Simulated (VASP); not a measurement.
Set up this calculation in VASP 6.6.1, as the native input.

```
Task                   : single point
Functional             : PBEsol
Potentials or basis    : VASP PAW PBE potentials, release 64 (Al, Co)
Cutoff                 : 520 eV
k mesh                 : 16 × 16 × 16
Occupations            : gaussian, width 0.15 eV
Spin                   : no spin polarisation
Dipole correction      : no
Further INCAR settings : ALGO = Fast; EDIFF = 1e-07; NBANDS = 13
```

The structure of AlCo lies in POSCAR:

```
AlCo
1.0
    3.0449554668      0.0000000000      0.0000000000
    0.0000000000      3.0449554668      0.0000000000
    0.0000000000      0.0000000000      2.8194032100
Al Co
1 1
Direct
    0.0000000000      0.0000000000      0.0000000000
    0.5000000000      0.5000000000      0.5000000000
```

This cell differs from its parent crystal: strain +0.080 along x and y, +0.000 along z.

The input as run:

INCAR

```
SYSTEM = AlCo
ALGO = Fast
EDIFF = 1E-7
ENCUT = 520
GGA = PS
ISIF = 2
ISMEAR = 0
LASPH = .True.
LCHARG = .False.
LREAL = .False.
LWAVE = .False.
NBANDS = 13
NELM = 80
PREC = Accurate
SIGMA = 0.15
```

KPOINTS

```
k-points
0
Gamma
  16 16 16
  0 0 0
```

Potentials or basis: VASP PAW PBE potentials, release 64 (Al, Co).

Launch:

```bash
$ cat potpaw_PBE.64/Al/POTCAR potpaw_PBE.64/Co/POTCAR > POTCAR
$ mpirun -np 1 vasp_std > vasp.out
```

It gave:

```yaml
Pressure: -20.5 GPa
Band_gap_on_the_k_mesh: zero (band 6 reaches 11.24 eV, above the bottom of band 7 at 8.56 eV)
```

Caveat: the cell differs from its parent crystal (strain +0.080 along x and y, +0.000 along z); the PAW data sets were made with another functional, which shifts forces and pressure a little.

Run time: 2.3 min on 1 thread of AMD EPYC 7R43 64-Core Processor (Zen 3) (shared host), peak memory 0.22 GiB.
